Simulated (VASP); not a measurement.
# Ta4O in VASP: notebook

Runs on Ta4O. Level: PBE. Tasks: single point.

Program: VASP 6.6.1. These are calculated values, not measurements. Logs are shortened: lines on timing, memory, paths and dates and some standing lists are left out, and cuts for length are marked.

## (1) The cell of the first run

Symmetry: P-43m, No. 215, cubic system. The conventional cell has a = 4.394 Å, b = 4.394 Å, c = 4.394 Å, α = 90.00°, β = 90.00°, γ = 90.00°. Within 2.7 Å of Ta (site symmetry 3m) lie 1 O at 2.01 Å. Within 2.7 Å of O (site symmetry -43m) lie 4 Ta at 2.01 Å.

## (2) Single point, PBE

Contents of INCAR:

```
SYSTEM = Ta4O
PREC = Accurate ; ENCUT = 600
EDIFF = 1E-6 ; ISMEAR = 0
SIGMA = 0.1 ; LREAL = .FALSE.
LASPH = .TRUE. ; NELM = 120
ALGO = Normal ; ISIF = 2
LWAVE = .FALSE. ; LCHARG = .FALSE.
GGA = PE ; NBANDS = 37
GGA_COMPAT = .FALSE.
```

Contents of KPOINTS:

```
regular mesh
0
G
  8 8 8
  0 0 0
```

Contents of POSCAR:

```
Ta4O
1.0
    4.3940506453      0.0000000000      0.0000000000
    0.0000000000      4.3940506453      0.0000000000
    0.0000000000      0.0000000000      4.3940506453
Ta O
4 1
Direct
    0.2637447757      0.7362552243      0.2637447757
    0.7362552243      0.2637447757      0.2637447757
    0.7362552243      0.7362552243      0.7362552243
    0.2637447757      0.2637447757      0.7362552243
    0.0000000000      0.0000000000      0.0000000000
```

Potentials or basis: VASP PAW PBE potentials, release 64 (Ta_sv_GW, O).

On the command line:

```bash
> cat potpaw_PBE.64/Ta_sv_GW/POTCAR potpaw_PBE.64/O/POTCAR > POTCAR
> mpirun -np 1 vasp_std > vasp.out
```

OUTCAR:

```text
SYSTEM = Ta4O
   PREC = Accurate
   ENCUT = 600
   EDIFF = 1E-6
   ISMEAR = 0
   LREAL = .FALSE.
   LASPH = .TRUE.
   NELM = 120
   ISIF = 2
   GGA = PE

 ion  position               nearest neighbor table
   1  0.264  0.736  0.264-   5 2.01   3 2.94   4 2.94   2 2.94   2 3.11   4 3.11   3 3.11   4 3.11
                             2 3.11   3 3.11   4 3.28   2 3.28   3 3.28
   2  0.736  0.264  0.264-   5 2.01   3 2.94   4 2.94   1 2.94   1 3.11   4 3.11   3 3.11   4 3.11
                             1 3.11   3 3.11   4 3.28   1 3.28   3 3.28
   3  0.736  0.736  0.736-   5 2.01   2 2.94   4 2.94   1 2.94   1 3.11   2 3.11   1 3.11   4 3.11
                             2 3.11   4 3.11   2 3.28   4 3.28   1 3.28
   4  0.264  0.264  0.736-   5 2.01   2 2.94   3 2.94   1 2.94   1 3.11   2 3.11   1 3.11   3 3.11
                             2 3.11   3 3.11   1 3.28   2 3.28   3 3.28
   5  0.000  0.000  0.000-   1 2.01   2 2.01   3 2.01   4 2.01

  LATTYP: Found a simple cubic cell.
 ALAT       =     4.3940506453

  Lattice vectors:

 A1 = (   4.3940506453,   0.0000000000,   0.0000000000)
 A2 = (   0.0000000000,   4.3940506453,   0.0000000000)
 A3 = (   0.0000000000,   0.0000000000,   4.3940506453)

Analysis of symmetry for initial positions (statically):
=====================================================================
 Subroutine PRICEL returns:
 Original cell was already a primitive cell.

 Routine SETGRP: Setting up the symmetry group for a
 simple cubic supercell.

 Subroutine GETGRP returns: Found 24 space group operations
 (whereof 24 operations were pure point group operations)
 out of a pool of 48 trial point group operations.

The static configuration has the point symmetry T_d .

Analysis of symmetry for dynamics (positions and initial velocities):
=====================================================================
 Subroutine PRICEL returns:
 Original cell was already a primitive cell.

 Routine SETGRP: Setting up the symmetry group for a
 simple cubic supercell.

 Subroutine GETGRP returns: Found 24 space group operations
 (whereof 24 operations were pure point group operations)
 out of a pool of 48 trial point group operations.

The dynamic configuration has the point symmetry T_d .

 Subroutine INISYM returns: Found 24 space group operations
 (whereof 24 operations are pure point group operations),
 and found     1 'primitive' translations

----------------------------------------------------------------------------------------

                                     Primitive cell

  volume of cell :      84.8389

  direct lattice vectors                    reciprocal lattice vectors
     4.394050645  0.000000000  0.000000000     0.227580445  0.000000000  0.000000000
     0.000000000  4.394050645  0.000000000     0.000000000  0.227580445  0.000000000
     0.000000000  0.000000000  4.394050645     0.000000000  0.000000000  0.227580445

  length of vectors
     4.394050645  4.394050645  4.394050645     0.227580445  0.227580445  0.227580445

  position of ions in fractional coordinates (direct lattice)
     0.263744776  0.736255224  0.263744776
     0.736255224  0.263744776  0.263744776
     0.736255224  0.736255224  0.736255224
     0.263744776  0.263744776  0.736255224
     0.000000000  0.000000000  0.000000000

  ion indices of the primitive-cell ions
   primitive index   ion index
                 1           1
                 2           2
                 3           3
                 4           4
                 5           5

----------------------------------------------------------------------------------------

 KPOINTS: regular mesh

Automatic generation of k-mesh.
 Grid dimensions read from file:
 generate k-points for:    8    8    8

 Generating k-lattice:

  Cartesian coordinates                     Fractional coordinates (reciprocal lattice)
     0.028447556  0.000000000  0.000000000     0.125000000  0.000000000  0.000000000
     0.000000000  0.028447556  0.000000000     0.000000000  0.125000000  0.000000000
     0.000000000  0.000000000  0.028447556     0.000000000  0.000000000  0.125000000

  Length of vectors
     0.028447556  0.028447556  0.028447556

  Shift w.r.t. Gamma in fractional coordinates (k-lattice)
     0.000000000  0.000000000  0.000000000

 Subroutine IBZKPT returns following result:
 ===========================================

 Found     35 irreducible k-points:

 Following reciprocal coordinates:
            Coordinates               Weight
  0.000000  0.000000  0.000000      1.000000
  0.125000  0.000000  0.000000      6.000000
  0.250000  0.000000  0.000000      6.000000
  0.375000  0.000000  0.000000      6.000000
  0.500000  0.000000  0.000000      3.000000
  0.125000  0.125000  0.000000     12.000000
[... 16 lines left out ...]
  0.375000  0.375000  0.125000     24.000000
  0.500000  0.375000  0.125000     24.000000
 [... further k-points ...]
   k-points           NKPTS =     35   k-points in BZ     NKDIM =     35   number of bands    NBANDS=     37
   number of dos      NEDOS =    301   number of ions     NIONS =      5
   total plane-waves  NPLWV =  46656
   dimension x,y,z NGX =    36 NGY =   36 NGZ =   36
   dimension x,y,z NGXF=    72 NGYF=   72 NGZF=   72
   ions per type =               4   1
   NGX,Y,Z   is equivalent  to a cutoff of  13.62, 13.62, 13.62 a.u.
   NGXF,Y,Z  is equivalent  to a cutoff of  27.24, 27.24, 27.24 a.u.
 SYSTEM =  Ta4O
   PREC   = accura    normal or accurate (medium, high low for compatibility)
   ISTART =      0    job   : 0-new  1-cont  2-samecut
   ICHARG =      2    charge: 1-file 2-atom 10-const
   ISPIN  =      1    spin polarized calculation?
   LNONCOLLINEAR =      F non collinear calculations
   LSORBIT =      F    spin-orbit coupling
   LASPH  =      T    aspherical Exc in radial PAW
   ENCUT  =  600.0 eV  44.10 Ry    6.64 a.u.   8.78  8.78  8.78*2*pi/ulx,y,z
   NELM   =    120;   NELMIN=  2; NELMDL= -5     # of ELM steps
   EDIFF  = 0.1E-05   stopping-criterion for ELM
   LREAL  =      F    real-space projection
   EDIFFG = 0.1E-04   stopping-criterion for IOM
   NSW    =      0    number of steps for IOM
   IBRION =     -1    ionic relax: 0-MD 1-quasi-New 2-CG
   NFREE  =      0    steps in history (QN), initial steepest desc. (CG)
   ISIF   =      2    stress and relaxation
   ISYM   =      2    0-nonsym 1-usesym 2-fastsym
   POTIM  = 0.5000    time-step for ionic-motion
   TEBEG  =    0.0;   TEEND  =   0.0 temperature during run
   PSTRESS=    0.0 pullay stress
   NELECT =      58.0000    total number of electrons
   NUPDOWN=      -1.0000    fix difference up-down
   EMIN   =  10.00;   EMAX   =-10.00  energy-range for DOS
   EFERMI =   0.00;   METHOD = LEGACY
   ISMEAR =     0;   SIGMA  =   0.10  broadening in eV -4-tet -1-fermi 0-gaus
   EFERMI_NEDOS =   21; number of points for ismear=-14 and -15
   IALGO  =     38    algorithm
   IMIX   =      4    mixing-type and parameters
     AMIX     =   0.40;   BMIX     =  1.00
     AMIX_MAG =   1.60;   BMIX_MAG =  1.00
  volume/ion in A,a.u.               =      16.97       114.50
  Fermi-wavevector in a.u.,A,eV,Ry     =   1.442179  2.725323 28.298481  2.079880
  Thomas-Fermi vector in A             =   2.560728
   LORBIT       =      0    0 simple, 1 ext, 2 COOP (PROOUT), +10 PAW based schemes
   GGA     = PE    functional components
   LHFCALC =     F    Hartree Fock is set to
   AEXX    =    0.0000 exact exchange contribution
   IVDW    =     0    specifies the selected vdW correction
   LEPSILON=     F    determine dielectric tensor
   LRPA    =     F    only Hartree local field effects (RPA)
 non-spin polarized calculation
 Gauss-broadening in eV      SIGMA  =   0.10
  energy-cutoff  :      600.00
  volume of cell :       84.84
 maximum number of plane-waves:      2897
 NGX is ok and might be reduce to    36
   NGX = 17   NGY = 17   NGZ = 17

 number of electron      57.9999996 magnetization

 Free energy of the ion-electron system (eV)
  ---------------------------------------------------
  ext. energy  EPLUGINS =         0.00000000
  ---------------------------------------------------
  free energy    TOTEN  =       -64.70290619 eV

  energy without entropy =      -64.67675527  energy(sigma->0) =      -64.68983073

 E-fermi :   9.6935     XC(G=0): -12.5302

 val. band max:        9.6901366913   @ k =   0.3750   0.2500   0.1250
 cond. band min:       9.7110062919   @ k =   0.5000   0.5000   0.3750
 fundamental gap:      0.0208696006
 Fermi energy:         9.6935146038

 k-point     1 :       0.0000    0.0000    0.0000
  band No.  band energies     occupation
      1     -58.3338      2.00000
      2     -58.2564      2.00000
      3     -58.2564      2.00000
      4     -58.2564      2.00000
      5     -25.4370      2.00000
      6     -24.9942      2.00000
[... 29 lines left out ...]
     36      14.4293      0.00000
     37      14.4293      0.00000

 k-point     2 :       0.1250    0.0000    0.0000
  band No.  band energies     occupation
      1     -58.3311      2.00000
      2     -58.2589      2.00000
      3     -58.2563      2.00000
      4     -58.2563      2.00000
      5     -25.4115      2.00000
      6     -24.9804      2.00000
[... 29 lines left out ...]
     36      14.0791      0.00000
     37      14.3509      0.00000

 k-point     3 :       0.2500    0.0000    0.0000
  band No.  band energies     occupation
      1     -58.3236      2.00000
      2     -58.2663      2.00000
      3     -58.2562      2.00000
      4     -58.2562      2.00000
      5     -25.3388      2.00000
      6     -24.9417      2.00000
[... 29 lines left out ...]
     36      13.1649      0.00000
     37      14.1026      0.00000
[... 761 lines left out ...]
 k-point    23 :       0.3750    0.3750    0.1250
  band No.  band energies     occupation
      1     -58.2978      2.00000
      2     -58.2713      2.00000
      3     -58.2700      2.00000
      4     -58.2628      2.00000
      5     -25.2452      2.00000
      6     -25.0258      2.00000
[... 29 lines left out ...]
     36      12.6503      0.00000
     37      13.6296      0.00000

 k-point    24 :       0.5000    0.3750    0.1250
  band No.  band energies     occupation
      1     -58.2936      2.00000
      2     -58.2750      2.00000
      3     -58.2689      2.00000
      4     -58.2646      2.00000
      5     -25.2465      2.00000
      6     -25.0391      2.00000
[... 29 lines left out ...]
     36      12.5300      0.00000
     37      13.4283      0.00000

 [... further k-points ...]

------------------------ aborting loop because EDIFF is reached ----------------------------------------

  FORCE on cell =-STRESS in cart. coord.  units (eV):
  Direction    XX          YY          ZZ          XY          YZ          ZX
  --------------------------------------------------------------------------------------
  -------------------------------------------------------------------------------------
  Total       -0.1230254     -0.1230254     -0.1230254     -0.0000000     -0.0000000     -0.0000000
  in kB       -2.3233256     -2.3233256     -2.3233256     -0.0000000     -0.0000000     -0.0000000
  external PRESSURE =      -2.3233256 kB  Pullay stress =       0.0000000 kB

 VOLUME and BASIS-vectors are now :
 -----------------------------------------------------------------------------
  energy-cutoff  :      600.00
  volume of cell :       84.84
      direct lattice vectors                 reciprocal lattice vectors
     4.394050645  0.000000000  0.000000000     0.227580445  0.000000000  0.000000000
     0.000000000  4.394050645  0.000000000     0.000000000  0.227580445  0.000000000
     0.000000000  0.000000000  4.394050645     0.000000000  0.000000000  0.227580445

 POSITION                                       TOTAL-FORCE (eV/Angst)
 -----------------------------------------------------------------------------------
      1.15891      3.23514      1.15891         0.027427     -0.027427      0.027427
      3.23514      1.15891      1.15891        -0.027427      0.027427      0.027427
      3.23514      3.23514      3.23514        -0.027427     -0.027427     -0.027427
      1.15891      1.15891      3.23514         0.027427      0.027427     -0.027427
      0.00000      0.00000      0.00000        -0.000000      0.000000     -0.000000
 -----------------------------------------------------------------------------------
    total drift:                                0.000000      0.000000      0.000000

  FREE ENERGIE OF THE ION-ELECTRON SYSTEM (eV)
  ---------------------------------------------------
  free  energy   TOTEN  =       -64.7029061945 eV

  energy  without entropy=      -64.6767552655  energy(sigma->0) =      -64.68983073
```

Run time: 99 s. Hardware: 1 thread of Intel Xeon 6975P-C (Granite Rapids), shared host; peak memory 0.27 GiB.

Results:

- Free energy: -64.7029 eV
- Pressure: -0.2 GPa
- Largest force: 0.048 eV/Å
- Band gap on the k mesh: zero (band 29 reaches 11.32 eV, above the bottom of band 30 at 9.14 eV)

Forces on the atoms (eV/Å):
```
Ta   0.027 -0.027  0.027
Ta  -0.027  0.027  0.027
Ta  -0.027 -0.027 -0.027
Ta   0.027  0.027 -0.027
O    0.000  0.000  0.000
```

Caveat: spin-orbit coupling is left out, which moves the levels of the heavy elements.

## (3) Single point, PBE

Contents of INCAR:

```
SYSTEM = Ta4O
PREC = Accurate
ENCUT = 600
EDIFF = 1E-6
ISMEAR = 0
SIGMA = 0.1
LREAL = .FALSE.
LASPH = .TRUE.
NELM = 120
ALGO = Normal
ISIF = 2
LWAVE = .FALSE.
LCHARG = .TRUE.
GGA = PE
LELF = .TRUE.
LVHAR = .TRUE.
NBANDS = 37
GGA_COMPAT = .FALSE.
```

Contents of KPOINTS:

```
Automatic mesh
0
G
  6 6 6
  0 0 0
```

Contents of POSCAR:

```
Ta4O
1.0
    3.1073831526      1.7940484996      2.5354530978
   -3.1073831526      1.7940484996      2.5354530978
    0.0000000000     -3.5880969992      2.5354530978
Ta O
4 1
Direct
    0.3293973249      0.8019142790      0.3293973249
    0.3293973249      0.3293973249      0.8019142790
    0.8019142790      0.3293973249      0.3293973249
    0.8019758295      0.8019758295      0.8019758295
    0.0658097616      0.0658097616      0.0658097616
```

Potentials or basis: VASP PAW PBE potentials, release 64 (Ta_sv_GW, O).

On the command line:

```bash
> cat potpaw_PBE.64/Ta_sv_GW/POTCAR potpaw_PBE.64/O/POTCAR > POTCAR
> mpirun -np 1 vasp_std > vasp.out
```

Wall time 76 s (1 thread of Intel Xeon 6975P-C (Granite Rapids), shared host); peak memory 0.26 GiB.

The run converged. Its results:

```
Free energy            : -64.7124 eV
Pressure               : -0.3 GPa
Largest force          : 0.040 eV/Å
Band gap on the k mesh : zero (band 29 reaches 11.31 eV, above the bottom of band 30 at 9.14 eV)
```

Forces in eV/Å, atoms in the order of the input:
```
Ta   0.029 -0.017  0.014
Ta   0.000  0.033  0.014
Ta  -0.029 -0.017  0.014
Ta   0.000  0.000 -0.040
O    0.000  0.000 -0.002
```

Stress tensor (GPa, compression positive):
```
-0.31  0.00  0.00
 0.00 -0.31  0.00
 0.00  0.00 -0.20
```

Levels at points of the mesh, in eV from the Fermi level:
```
           k point  band 25  band 26  band 27  band 28  band 29  band 30  band 31  band 32  band 33  band 34
(0.00, 0.00, 0.00)    -2.77    -2.76    -1.47     1.59     1.59     1.60     1.61     1.61     3.25     3.25
(0.50, 0.00, 0.00)    -1.52    -1.45    -1.27    -1.21    -0.43    -0.41     1.28     1.28     1.58     2.04
(0.50, 0.50, 0.00)    -1.34    -1.09    -0.78    -0.78    -0.59    -0.58     1.20     1.25     1.26     1.36
(0.50, 0.50, 0.50)    -0.10    -0.10     0.23     0.23     0.23     0.32     0.32     0.32     2.23     2.23
```

Caveat: spin-orbit coupling is left out, which moves the levels of the heavy elements.
